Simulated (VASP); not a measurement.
A run of VASP 6.6.1:

Contents of INCAR:

```
SYSTEM = Sn2Pb
PREC = Accurate
ENCUT = 520
EDIFF = 1E-6
ISMEAR = 0
SIGMA = 0.1
LREAL = .False.
LASPH = .True.
NELM = 100
ALGO = Fast
ISIF = 2
LWAVE = .False.
LCHARG = .False.
GGA = PE
NBANDS = 28
```

Contents of KPOINTS:

```
Automatic mesh
0
Gamma
  6 6 12
  0 0 0
```

File POSCAR:

```
Sn2Pb
1.0
    5.7349275554      0.0000000000      0.0000000000
   -2.8674637777      4.9665929518      0.0000000000
    0.0000000000      0.0000000000      3.1502810963
Sn Pb
2 1
Direct
    0.3333333333      0.6666666667      0.0000000000
    0.6666666667      0.3333333333      0.0000000000
    0.0000000000      0.0000000000      0.0000000000
```

Potentials or basis: VASP PAW PBE potentials, release 64 (Sn_d, Pb_d).

Launch:

```bash
$ cat potpaw_PBE.64/Sn_d/POTCAR potpaw_PBE.64/Pb_d/POTCAR > POTCAR
$ mpirun -np 1 vasp_std > vasp.out
```

Hardware: 1 thread of Intel(R) Xeon(R) Platinum 8259CL CPU @ 2.50GHz (Skylake/Cascade Lake), on a shared host.

Estimate the wall time of this run.

It took 97 s on 1 thread of Intel(R) Xeon(R) Platinum 8259CL CPU @ 2.50GHz (Skylake/Cascade Lake) (shared host), peak memory 0.29 GiB. Counts: scf iterations 13, k points 49.
